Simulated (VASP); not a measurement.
Input of a VASP 6.6.1 run:

File INCAR:

```
  PREC = Accurate
  ENCUT = 600
  EDIFF = 1E-6
  ISMEAR = 0
  SIGMA = 0.01
  LREAL = Auto
  LASPH = True
  NELM = 80
  ALGO = Normal
  ISIF = 3
  LWAVE = False
  LCHARG = False
  GGA = PS
  IBRION = 2
  NSW = 80
  EDIFFG = -0.005
  LUSENCCL = False
```

KPOINTS

```
regular mesh
0
Gamma
  2 2 2
```

Contents of POSCAR:

```
Cs2AgBiBr6
1.0
   11.2550000000      0.0000000000      0.0000000000
    0.0000000000     11.2550000000      0.0000000000
    0.0000000000      0.0000000000     11.2550000000
Cs Ag Bi Br
8 4 4 24
Direct
    0.2500000000      0.2500000000      0.2500000000
    0.2500000000      0.7500000000      0.7500000000
    0.7500000000      0.2500000000      0.7500000000
    0.7500000000      0.7500000000      0.2500000000
    0.7500000000      0.7500000000      0.7500000000
    0.7500000000      0.2500000000      0.2500000000
    0.2500000000      0.7500000000      0.2500000000
    0.2500000000      0.2500000000      0.7500000000
    0.0000000000      0.0000000000      0.0000000000
    0.0000000000      0.5000000000      0.5000000000
    0.5000000000      0.0000000000      0.5000000000
    0.5000000000      0.5000000000      0.0000000000
    0.5000000000      0.5000000000      0.5000000000
    0.5000000000      0.0000000000      0.0000000000
    0.0000000000      0.5000000000      0.0000000000
    0.0000000000      0.0000000000      0.5000000000
    0.2500000000      0.0000000000      0.0000000000
    0.2500000000      0.5000000000      0.5000000000
    0.7500000000      0.0000000000      0.5000000000
    0.7500000000      0.5000000000      0.0000000000
    0.7500000000      0.0000000000      0.0000000000
    0.7500000000      0.5000000000      0.5000000000
    0.2500000000      0.0000000000      0.5000000000
    0.2500000000      0.5000000000      0.0000000000
    0.0000000000      0.2500000000      0.0000000000
    0.0000000000      0.7500000000      0.5000000000
    0.5000000000      0.2500000000      0.5000000000
    0.5000000000      0.7500000000      0.0000000000
    0.0000000000      0.7500000000      0.0000000000
    0.0000000000      0.2500000000      0.5000000000
    0.5000000000      0.7500000000      0.5000000000
    0.5000000000      0.2500000000      0.0000000000
    0.0000000000      0.0000000000      0.2500000000
    0.0000000000      0.5000000000      0.7500000000
    0.5000000000      0.0000000000      0.7500000000
    0.5000000000      0.5000000000      0.2500000000
    0.0000000000      0.0000000000      0.7500000000
    0.0000000000      0.5000000000      0.2500000000
    0.5000000000      0.0000000000      0.2500000000
    0.5000000000      0.5000000000      0.7500000000
```

Potentials or basis: VASP PAW PBE potentials, release 64 (Cs_sv, Ag, Bi_d, Br).

Command:

```console
$ cat potpaw_PBE.64/Cs_sv/POTCAR potpaw_PBE.64/Ag/POTCAR potpaw_PBE.64/Bi_d/POTCAR potpaw_PBE.64/Br/POTCAR > POTCAR
$ mpirun -np 1 vasp_std > vasp.out
```

(1) Estimate the relaxed volume.

(2) Predict the relaxed cell.

Results:

(1) 35.01 Å³/atom.

(2) a = 11.188 Å, b = 11.188 Å, c = 11.188 Å, α = 90.00°, β = 90.00°, γ = 90.00°.

Caveat: the PAW data sets were made with another functional, which shifts forces and pressure a little.
